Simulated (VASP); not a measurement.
**Hf: single point with PBE**

Crystal: Hf.

```
Hf
1.0
     3.20482    0.00000    0.00000
    -1.60241    2.77545    0.00000
     0.00000    0.00000    5.06769
Hf
2
Direct
  0.33333 0.66667 0.25000
  0.66667 0.33333 0.75000
```

| Item | Value |
| --- | --- |
| Program | VASP 6.6.1 |
| Task | single point |
| Functional | PBE |
| Potentials or basis | VASP PAW PBE potentials, release 64 (Hf_pv) |
| Cutoff | 520 eV |
| k mesh | 15 × 15 × 8 |
| Occupations | gaussian, width 0.1 eV |
| Spin | no spin polarisation |

| Property | Result |
| --- | --- |
| Pressure | -0.4 GPa |
| Band gap on the k mesh | zero (bands 10 and 11 overlap by 1.61 eV) |

Stress tensor (GPa, compression positive):
```
-0.41  0.00  0.00
 0.00 -0.41  0.00
 0.00  0.00 -0.52
```

Levels at points of the mesh, in eV from the Fermi level:
```tsv
k point	band 7	band 8	band 9	band 10	band 11	band 12	band 13	band 14
(0.00, 0.00, 0.00)	-7.37	-3.69	0.61	1.17	1.17	1.45	1.98	1.98
(0.00, 0.00, 0.50)	-5.40	-5.40	0.14	0.14	1.06	1.06	1.06	1.06
```

It took 80 s on 1 thread of Intel Xeon 8259CL (shared host), peak memory 0.22 GiB.

Caveat: spin-orbit coupling is left out, which moves the levels of the heavy elements.
